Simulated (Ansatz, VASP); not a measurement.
**One calculation of GaN, two programs**

```
Ga N
1.0
     0.00000    2.06214    2.06214
     2.06214    0.00000    2.06214
     2.06214    2.06214    0.00000
Ga N
1 1
Direct
  0.00000 0.00000 0.00000
  0.50000 0.50000 0.50000
```

Alike in both runs: task single point; functional LDA; k mesh 8 × 8 × 8; occupations gaussian, width 0.05 eV; no spin polarisation.

```csv
,VASP,Ansatz
version,VASP 6.6.1,Ansatz 0.2.0
potentials or method,"VASP PAW LDA potentials, release 64 (Ga_d, N), cutoff 600 eV","scalar-relativistic, plane waves, PAW"
valence electrons in the cell,18,18
```

|  | VASP | Ansatz | Ansatz less VASP |
| --- | --- | --- | --- |
| gap on the k mesh at the Fermi level (eV) | 0.91 | 0.89 | -0.019 |
| least direct gap on the mesh (eV) | 3.80 | 3.77 | -0.031 |
| pressure (GPa) | 12.7 | 11.2 | -1.55 |

LDA's correlation is that of Perdew and Zunger in VASP and of Perdew and Wang (1992) in Ansatz.
